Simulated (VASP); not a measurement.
# Al2Cu in VASP: further runs

Runs on Al2Cu. Level: r2SCAN. Tasks: single point.

Program: VASP 6.6.1. These are calculated values, not measurements. Logs are shortened: lines on timing, memory, paths and dates and some standing lists are left out, and cuts for length are marked.

## Step 1: The cell of the first run

Symmetry: I4/mmm, No. 139, tetragonal system. The conventional cell has a = 4.055 Å, b = 4.055 Å, c = 5.906 Å, α = 90.00°, β = 90.00°, γ = 90.00°. Within 3.3 Å of Al (site symmetry -4m2) lie 4 Cu at 2.51 Å and 6 Al at 2.87 to 2.95 Å. Within 3.3 Å of Cu (site symmetry 4/mmm) lie 8 Al at 2.51 Å.

## Step 2: Single point, r2SCAN (strain +0.000 along x and y, +0.030 along z)

Input file POSCAR:

```
Al2Cu
1.0
   -2.0273575168      2.0273575168      2.9529971388
    2.0273575168     -2.0273575168      2.9529971388
    2.0273575168      2.0273575168     -2.9529971388
Al Cu
2 1
Direct
    0.7500000000      0.2500000000      0.5000000000
    0.2500000000      0.7500000000      0.5000000000
    0.5000000000      0.5000000000      0.0000000000
```

Input file INCAR.step1:

```
SYSTEM = Al2Cu
ALGO     = Normal         ! electronic algorithm
EDIFF    = 1E-4           ! SCF threshold, eV
ENCUT    = 520            ! plane-wave cutoff, eV
GGA      = PE             ! functional
ISMEAR   = 0              ! smearing method
LASPH    = .True.         ! aspherical terms in the spheres
LCHARG   = .False.        ! write CHGCAR
LREAL    = .False.        ! projectors in reciprocal space
LWAVE    = .True.         ! write WAVECAR
NBANDS   = 16             ! bands
NELM     = 60             ! most SCF steps
PREC     = Accurate       ! precision mode
SIGMA    = 0.15           ! smearing width, eV
```

Input file INCAR.step2:

```
SYSTEM = Al2Cu
ALGO     = Normal         ! electronic algorithm
EDIFF    = 1E-6           ! SCF threshold, eV
ENCUT    = 520            ! plane-wave cutoff, eV
ISIF     = 2              ! what is computed and relaxed
ISMEAR   = 0              ! smearing method
ISTART   = 1            
LASPH    = .True.         ! aspherical terms in the spheres
LCHARG   = .False.        ! write CHGCAR
LMIXTAU  = .True.       
LREAL    = .False.        ! projectors in reciprocal space
LWAVE    = .False.        ! write WAVECAR
METAGGA  = R2SCAN         ! meta-GGA
NBANDS   = 16             ! bands
NELM     = 60             ! most SCF steps
PREC     = Accurate       ! precision mode
SIGMA    = 0.15           ! smearing width, eV
```

Input file KPOINTS:

```
k-points
0
Gamma
  16 16 16
  0 0 0
```

Potentials or basis: VASP PAW PBE potentials, release 64 (Al, Cu).

Run with:

```
> cat potpaw_PBE.64/Al/POTCAR potpaw_PBE.64/Cu/POTCAR > POTCAR
> cp INCAR.step1 INCAR
> mpirun -np 1 vasp_std > vasp.out
> cp INCAR.step2 INCAR
> mpirun -np 1 vasp_std > vasp.out
```

OUTCAR:

```text
SYSTEM = Al2Cu
   EDIFF = 1E-6
   ENCUT = 520
   ISIF = 2
   ISMEAR = 0
   ISTART = 1
   LASPH = .True.
   LREAL = .False.
   METAGGA = R2SCAN
   NELM = 60
   PREC = Accurate

 ion  position               nearest neighbor table
   1  0.750  0.250  0.500-   3 2.51   3 2.51   3 2.51   3 2.51   2 2.87   2 2.87   2 2.87   2 2.87
                             2 2.95   2 2.95
   2  0.250  0.750  0.500-   3 2.51   3 2.51   3 2.51   3 2.51   1 2.87   1 2.87   1 2.87   1 2.87
                             1 2.95   1 2.95
   3  0.500  0.500  0.000-   2 2.51   1 2.51   2 2.51   1 2.51   1 2.51   2 2.51   1 2.51   2 2.51

  LATTYP: Found a body centered tetragonal cell.
 ALAT       =     4.0547150336
 C/A-ratio  =     1.4565744395

  Lattice vectors:

 A1 = (  -2.0273575168,   2.0273575168,   2.9529971388)
 A2 = (   2.0273575168,  -2.0273575168,   2.9529971388)
 A3 = (   2.0273575168,   2.0273575168,  -2.9529971388)

Analysis of symmetry for initial positions (statically):
=====================================================================
 Subroutine PRICEL returns:
 Original cell was already a primitive cell.

 Routine SETGRP: Setting up the symmetry group for a
 body centered tetragonal supercell.

 Subroutine GETGRP returns: Found 16 space group operations
 (whereof 16 operations were pure point group operations)
 out of a pool of 16 trial point group operations.

The static configuration has the point symmetry D_4h.

Analysis of symmetry for dynamics (positions and initial velocities):
=====================================================================
 Subroutine PRICEL returns:
 Original cell was already a primitive cell.

 Routine SETGRP: Setting up the symmetry group for a
 body centered tetragonal supercell.

 Subroutine GETGRP returns: Found 16 space group operations
 (whereof 16 operations were pure point group operations)
 out of a pool of 16 trial point group operations.

The dynamic configuration has the point symmetry D_4h.

 Subroutine INISYM returns: Found 16 space group operations
 (whereof 16 operations are pure point group operations),
 and found     1 'primitive' translations

----------------------------------------------------------------------------------------

                                     Primitive cell

  volume of cell :      48.5494

  direct lattice vectors                    reciprocal lattice vectors
    -2.027357517  2.027357517  2.952997139     0.000000000  0.246626456  0.169319500
     2.027357517 -2.027357517  2.952997139     0.246626456  0.000000000  0.169319500
     2.027357517  2.027357517 -2.952997139     0.246626456  0.246626456  0.000000000

  length of vectors
     4.115889831  4.115889831  4.115889831     0.299154980  0.299154980  0.348782479

  position of ions in fractional coordinates (direct lattice)
     0.750000000  0.250000000  0.500000000
     0.250000000  0.750000000  0.500000000
     0.500000000  0.500000000  0.000000000

  ion indices of the primitive-cell ions
   primitive index   ion index
                 1           1
                 2           2
                 3           3

----------------------------------------------------------------------------------------

 KPOINTS: k-points

Automatic generation of k-mesh.
 Grid dimensions read from file:
 generate k-points for:   16   16   16

 Generating k-lattice:

  Cartesian coordinates                     Fractional coordinates (reciprocal lattice)
     0.000000000  0.015414154  0.010582469     0.062500000  0.000000000  0.000000000
     0.015414154  0.000000000  0.010582469     0.000000000  0.062500000  0.000000000
     0.015414154  0.015414154  0.000000000     0.000000000  0.000000000  0.062500000

  Length of vectors
     0.018697186  0.018697186  0.021798905

  Shift w.r.t. Gamma in fractional coordinates (k-lattice)
     0.000000000  0.000000000  0.000000000

 Subroutine IBZKPT returns following result:
 ===========================================

 Found    349 irreducible k-points:

 Following reciprocal coordinates:
            Coordinates               Weight
  0.000000  0.000000  0.000000      1.000000
  0.062500  0.000000 -0.000000      8.000000
  0.125000  0.000000 -0.000000      8.000000
  0.187500  0.000000 -0.000000      8.000000
  0.250000  0.000000 -0.000000      8.000000
  0.312500  0.000000 -0.000000      8.000000
[... 16 lines left out ...]
 -0.125000  0.062500  0.000000     16.000000
 -0.062500  0.062500  0.000000      4.000000
 [... further k-points ...]
   k-points           NKPTS =    349   k-points in BZ     NKDIM =    349   number of bands    NBANDS=     16
   number of dos      NEDOS =    301   number of ions     NIONS =      3
   total plane-waves  NPLWV =  32768
   dimension x,y,z NGX =    32 NGY =   32 NGZ =   32
   dimension x,y,z NGXF=    64 NGYF=   64 NGZF=   64
   ions per type =               2   1
   NGX,Y,Z   is equivalent  to a cutoff of  12.93, 12.93, 12.93 a.u.
   NGXF,Y,Z  is equivalent  to a cutoff of  25.85, 25.85, 25.85 a.u.
 SYSTEM =  Al2Cu
   PREC   = accura    normal or accurate (medium, high low for compatibility)
   ISTART =      1    job   : 0-new  1-cont  2-samecut
   ICHARG =      0    charge: 1-file 2-atom 10-const
   ISPIN  =      1    spin polarized calculation?
   LNONCOLLINEAR =      F non collinear calculations
   LSORBIT =      F    spin-orbit coupling
   LASPH  =      T    aspherical Exc in radial PAW
   ENCUT  =  520.0 eV  38.22 Ry    6.18 a.u.   7.65  7.65  7.65*2*pi/ulx,y,z
   NELM   =     60;   NELMIN=  2; NELMDL=  0     # of ELM steps
   EDIFF  = 0.1E-05   stopping-criterion for ELM
   LREAL  =      F    real-space projection
   EDIFFG = 0.1E-04   stopping-criterion for IOM
   NSW    =      0    number of steps for IOM
   IBRION =     -1    ionic relax: 0-MD 1-quasi-New 2-CG
   NFREE  =      0    steps in history (QN), initial steepest desc. (CG)
   ISIF   =      2    stress and relaxation
   ISYM   =      2    0-nonsym 1-usesym 2-fastsym
   POTIM  = 0.5000    time-step for ionic-motion
   TEBEG  =    0.0;   TEEND  =   0.0 temperature during run
   PSTRESS=    0.0 pullay stress
   NELECT =      17.0000    total number of electrons
   NUPDOWN=      -1.0000    fix difference up-down
   EMIN   =  10.00;   EMAX   =-10.00  energy-range for DOS
   EFERMI =   0.00;   METHOD = LEGACY
   ISMEAR =     0;   SIGMA  =   0.15  broadening in eV -4-tet -1-fermi 0-gaus
   EFERMI_NEDOS =   21; number of points for ismear=-14 and -15
   IALGO  =     38    algorithm
   IMIX   =      4    mixing-type and parameters
     AMIX     =   0.40;   BMIX     =  1.00
     AMIX_MAG =   1.60;   BMIX_MAG =  1.00
  volume/ion in A,a.u.               =      16.18       109.21
  Fermi-wavevector in a.u.,A,eV,Ry     =   1.153887  2.180530 18.115544  1.331455
  Thomas-Fermi vector in A             =   2.290528
   LORBIT       =      0    0 simple, 1 ext, 2 COOP (PROOUT), +10 PAW based schemes
   METAGGA = R2SCAN    functional components
   LHFCALC =     F    Hartree Fock is set to
   AEXX    =    0.0000 exact exchange contribution
   IVDW    =     0    specifies the selected vdW correction
   LEPSILON=     F    determine dielectric tensor
   LRPA    =     F    only Hartree local field effects (RPA)
 non-spin polarized calculation
 Gauss-broadening in eV      SIGMA  =   0.15
  energy-cutoff  :      520.00
  volume of cell :       48.55
 maximum number of plane-waves:      1326
   NGX = 15   NGY = 15   NGZ = 15

 number of electron      17.0000006 magnetization

 Free energy of the ion-electron system (eV)
  ---------------------------------------------------
  ext. energy  EPLUGINS =         0.00000000
  ---------------------------------------------------
  free energy    TOTEN  =       -24.89767700 eV

  energy without entropy =      -24.88851151  energy(sigma->0) =      -24.89309426

 E-fermi :   6.7557     XC(G=0): -11.0954

 val. band max:        6.7482878899   @ k =  -0.1875   0.1250  -0.0000
 cond. band min:       6.7589765649   @ k =  -0.2500   0.3125   0.2500
 fundamental gap:      0.0106886749
 Fermi energy:         6.7556865954

 k-point     1 :       0.0000    0.0000    0.0000
  band No.  band energies     occupation
      1      -3.8533      2.00000
      2       2.1156      2.00000
      3       2.1157      2.00000
      4       2.1418      2.00000
      5       2.6489      2.00000
      6       2.7024      2.00000
[... 8 lines left out ...]
     15      14.2474      0.00000
     16      14.5358      0.00000

 k-point     2 :       0.0625    0.0000   -0.0000
  band No.  band energies     occupation
      1      -3.7987      2.00000
      2       2.1022      2.00000
      3       2.1246      2.00000
      4       2.1458      2.00000
      5       2.6471      2.00000
      6       2.6999      2.00000
[... 8 lines left out ...]
     15      13.6703      0.00000
     16      14.1405      0.00000

 k-point     3 :       0.1250    0.0000   -0.0000
  band No.  band energies     occupation
      1      -3.6352      2.00000
      2       2.0502      2.00000
      3       2.1496      2.00000
      4       2.1665      2.00000
      5       2.6433      2.00000
      6       2.6937      2.00000
[... 8 lines left out ...]
     15      12.9700      0.00000
     16      13.8670      0.00000

 k-point     4 :       0.1875    0.0000   -0.0000
  band No.  band energies     occupation
      1      -3.3644      2.00000
      2       1.9547      2.00000
      3       2.1850      2.00000
      4       2.1970      2.00000
      5       2.6429      2.00000
      6       2.6883      2.00000
[... 8 lines left out ...]
     15      13.2579      0.00000
     16      14.1778      0.00000
[... 324 lines left out ...]
 k-point    22 :      -0.1875    0.0625    0.0000
  band No.  band energies     occupation
      1      -3.4139      2.00000
      2       1.9758      2.00000
      3       2.1767      2.00000
      4       2.1974      2.00000
      5       2.6402      2.00000
      6       2.6881      2.00000
[... 8 lines left out ...]
     15      13.5738      0.00000
     16      14.2477      0.00000

 k-point    23 :      -0.1250    0.0625    0.0000
  band No.  band energies     occupation
      1      -3.6504      2.00000
      2       2.0538      2.00000
      3       2.1445      2.00000
      4       2.1698      2.00000
      5       2.6465      2.00000
      6       2.6903      2.00000
[... 8 lines left out ...]
     15      13.3718      0.00000
     16      14.2028      0.00000

 k-point    24 :      -0.0625    0.0625    0.0000
  band No.  band energies     occupation
      1      -3.7791      2.00000
      2       2.0932      2.00000
      3       2.1255      2.00000
      4       2.1528      2.00000
      5       2.6501      2.00000
      6       2.6956      2.00000
[... 8 lines left out ...]
     15      13.6672      0.00000
     16      14.3831      0.00000

 [... further k-points ...]
[... 5 lines left out ...]
  --------------------------------------------------------------------------------------
  -------------------------------------------------------------------------------------
  Total       -0.6155812     -0.6155812     -1.4901932      0.0000000     -0.0000000      0.0000000
  in kB      -20.3147858    -20.3147858    -49.1778395      0.0000000     -0.0000000      0.0000000
  external PRESSURE =     -29.9358037 kB  Pullay stress =       0.0000000 kB

 VOLUME and BASIS-vectors are now :
 -----------------------------------------------------------------------------
  energy-cutoff  :      520.00
  volume of cell :       48.55
      direct lattice vectors                 reciprocal lattice vectors
    -2.027357517  2.027357517  2.952997139     0.000000000  0.246626456  0.169319500
     2.027357517 -2.027357517  2.952997139     0.246626456  0.000000000  0.169319500
     2.027357517  2.027357517 -2.952997139     0.246626456  0.246626456  0.000000000

 POSITION                                       TOTAL-FORCE (eV/Angst)
 -----------------------------------------------------------------------------------
      0.00000      2.02736      1.47650         0.000000     -0.000000     -0.000000
      2.02736      0.00000      1.47650        -0.000000      0.000000     -0.000000
      0.00000      0.00000      2.95300         0.000000     -0.000000      0.000000
 -----------------------------------------------------------------------------------
    total drift:                               -0.000000      0.000000     -0.000000

  FREE ENERGIE OF THE ION-ELECTRON SYSTEM (eV)
  ---------------------------------------------------
  free  energy   TOTEN  =       -24.8976769971 eV

  energy  without entropy=      -24.8885115136  energy(sigma->0) =      -24.89309426
```

Run time: 10 min. Hardware: 1 thread of AMD EPYC 9R45 (Zen 5), shared host; peak memory 0.36 GiB.

What came out:

```
Free energy            : -24.8977 eV
Pressure               : -3.0 GPa
Band gap on the k mesh : zero (an odd number of electrons rules out a gap without spin polarisation)
```

Stress tensor (GPa, compression positive):
```
-2.03  0.00  0.00
 0.00 -2.03  0.00
 0.00  0.00 -4.92
```

Levels at points of the mesh, in eV from the Fermi level:
| k point | band 6 | band 7 | band 8 | band 9 | band 10 | band 11 | band 12 | band 13 |
| --- | --- | --- | --- | --- | --- | --- | --- | --- |
| (0.00, 0.00, 0.00) | -4.05 | 2.87 | 2.91 | 2.91 | 3.11 | 3.11 | 3.25 | 4.79 |
| (0.50, 0.00, 0.00) | -4.01 | -3.98 | 0.47 | 0.76 | 2.92 | 3.15 | 4.16 | 4.93 |
| (0.50, 0.50, 0.00) | -3.93 | -3.78 | -2.26 | -2.03 | 0.34 | 1.73 | 9.38 | 10.64 |
| (0.50, 0.50, 0.50) | -3.91 | -3.88 | -1.95 | -1.95 | 0.70 | 1.90 | 9.38 | 11.31 |

Caveat: the cell differs from its parent crystal (strain +0.000 along x and y, +0.030 along z); the PAW data sets were made with another functional, which shifts forces and pressure a little.

(Part 1 of 3 ends here.)

The gap in the log of VASP goes by the Fermi energy; the results here count the filled bands.